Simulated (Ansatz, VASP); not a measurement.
## AlBiO4: VASP beside Ansatz

INCAR

```
SYSTEM = AlBiO4
PREC = Accurate
ENCUT = 520
EDIFF = 1E-6
ISMEAR = 0
SIGMA = 0.1
LREAL = .FALSE.
LASPH = .TRUE.
NELM = 60
ALGO = Normal
ISIF = 2
LWAVE = .FALSE.
LCHARG = .TRUE.
GGA = PE
LELF = .TRUE.
LVHAR = .TRUE.
NBANDS = 30
```

File KPOINTS:

```
regular mesh
0
G
  4 4 4
  0 0 0
```

File POSCAR:

```
AlBiO4
1.0
    0.0000000000      3.5702542100      3.5702542100
    3.5702542100      0.0000000000      3.5702542100
    3.5702542100      3.5702542100      0.0000000000
Al Bi O
1 1 4
Direct
    0.2500000000      0.2500000000      0.2500000000
    0.0000000000      0.0000000000      0.0000000000
    0.1249259700      0.6250246800      0.6250246800
    0.6250246800      0.6250246800      0.1249259700
    0.6250246800      0.6250246800      0.6250246800
    0.6250246800      0.1249259700      0.6250246800
```

Input for Ansatz:

```yaml
crystal:
  lattice:
    - [0.0, 3.57025421, 3.57025421]
    - [3.57025421, 0.0, 3.57025421]
    - [3.57025421, 3.57025421, 0.0]
  atoms:
    - { symbol: Al, position: [0.25, 0.25, 0.25] }
    - { symbol: Bi, position: [0.0, 0.0, 0.0] }
    - { symbol: O, position: [0.12492597, 0.62502468, 0.62502468] }
    - { symbol: O, position: [0.62502468, 0.62502468, 0.12492597] }
    - { symbol: O, position: [0.62502468, 0.62502468, 0.62502468] }
    - { symbol: O, position: [0.62502468, 0.12492597, 0.62502468] }
basis:
  ecutwfc: 420
kpoints:
  mp_grid: { grid: [4, 4, 4] }
hamiltonian:
  xc: pbe
scf:
  occupations: { method: gaussian, width: 0.1 }
  lower_state_search: "off"
output:
  forces: true
  stress: true
  eigenvalues: true
```

Change from the starting cell: species swapped into the YZrFe4 type (F-43m, No. 216).

Alike in both runs: task single point; functional PBE; k mesh 4 × 4 × 4; occupations gaussian, width 0.1 eV; no spin polarisation.

```csv
,VASP,Ansatz
version,VASP 6.6.1,Ansatz 0.2.0
potentials or method,"VASP PAW PBE potentials, release 64 (Al, Bi_d, O), cutoff 520 eV","scalar-relativistic, plane waves, PAW"
valence electrons in the cell,42,42
```

Ansatz gave:

```
gap on the k mesh at the Fermi level (eV) : none
pressure (GPa)                            : -15.2
rms of the force components (eV/Å)        : 0.132
```

Estimate VASP's values.

gap on the k mesh at the Fermi level (eV): none; pressure (GPa): -15.3; rms of the force components (eV/Å): 0.133.

Atom by atom the forces differ by 0.000 eV/Å (rms over components). A gap of «none» marks a metal or a gap that the smearing closes.

The k mesh is coarse, so the values compare programs but aren't converged. Neither program's run includes spin-orbit coupling.
